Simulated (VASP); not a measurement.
Here is a VASP 6.6.1 calculation.

The input INCAR:

```
PREC = Accurate ; ENCUT = 520
EDIFF = 1E-6 ; ISMEAR = -1
SIGMA = 0.05 ; LREAL = False
LASPH = True ; NELM = 100
ALGO = Normal ; ISIF = 2
LWAVE = False ; LCHARG = False
GGA = PE ; NBANDS = 21
```

Contents of KPOINTS:

```
Automatic mesh
0
Gamma
  13 13 7
```

POSCAR

```
Pb
1.0
    3.6202663798      0.0000000000      0.0000000000
   -1.8101331899      3.1352426534      0.0000000000
    0.0000000000      0.0000000000      5.7662281988
Pb
2
Direct
    0.3333333333      0.6666666667      0.2500000000
    0.6666666667      0.3333333333      0.7500000000
```

Potentials or basis: VASP PAW PBE potentials, release 64 (Pb_d).

The run is started by

```console
$ cat potpaw_PBE.64/Pb_d/POTCAR > POTCAR
$ mpirun -np 1 vasp_std > vasp.out
```

Task: Estimate the band gap on the k mesh.

Result: Zero (bands 14 and 15 overlap by 6.41 eV).

Task: What does it give for the pressure?

Result: -1.0 GPa.

Stress tensor (GPa, compression positive):
```
-1.41  0.00  0.00
 0.00 -1.41  0.00
 0.00  0.00 -0.13
```

Caveat: spin-orbit coupling is left out, which moves the levels of the heavy elements.
